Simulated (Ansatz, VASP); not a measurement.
# Bi2Te3: VASP beside Ansatz

```xyz
5
Lattice="2.1930 1.2661 10.0640 -2.1930 1.2661 10.0640 0.0000 -2.5323 10.0640" Properties=species:S:1:pos:R:3 pbc="T T T"
Bi    0.0000    0.0000   12.0768
Bi    0.0000    0.0000   18.1152
Te    0.0000    0.0000    0.0000
Te    0.0000    0.0000    6.3252
Te    0.0000    0.0000   23.8668
```

Change from the starting cell: zz strain of -1 %, PAW files.

Alike in both runs: task electric field gradients; functional PBEsol; k mesh 7 × 7 × 7; occupations fermi-dirac, width 0.08 eV; no spin polarisation.

|  | VASP | Ansatz |
| --- | --- | --- |
| version | VASP 6.6.1 | Ansatz 0.2.0 |
| potentials or method | VASP PAW PBE potentials, release 64 (Bi_d, Te) | PAW with Ansatz's default frozen-core files, scalar-relativistic |
| plane-wave cutoff (eV) | 520 | 420 |
| valence electrons in the cell | 48 | 78 |

|  | VASP | Ansatz | Ansatz less VASP |
| --- | --- | --- | --- |
| pressure (GPa) | 0.0 | -0.1 | -0.02 |
| rms of the force components (eV/Å) | 0.005 | 0.013 | +0.0075 |
| size of Vzz on the site where it differs most (V/Å²) | 83.7 | 88.6 | +4.85 |

VASP's potentials were made for PBE, not for PBEsol. Atom by atom the forces differ by 0.008 eV/Å (rms over components). VASP's potentials hold 48 valence electrons a cell and Ansatz's 78, so a difference there can come from the potentials and not from the codes.

Spin-orbit coupling is off throughout.
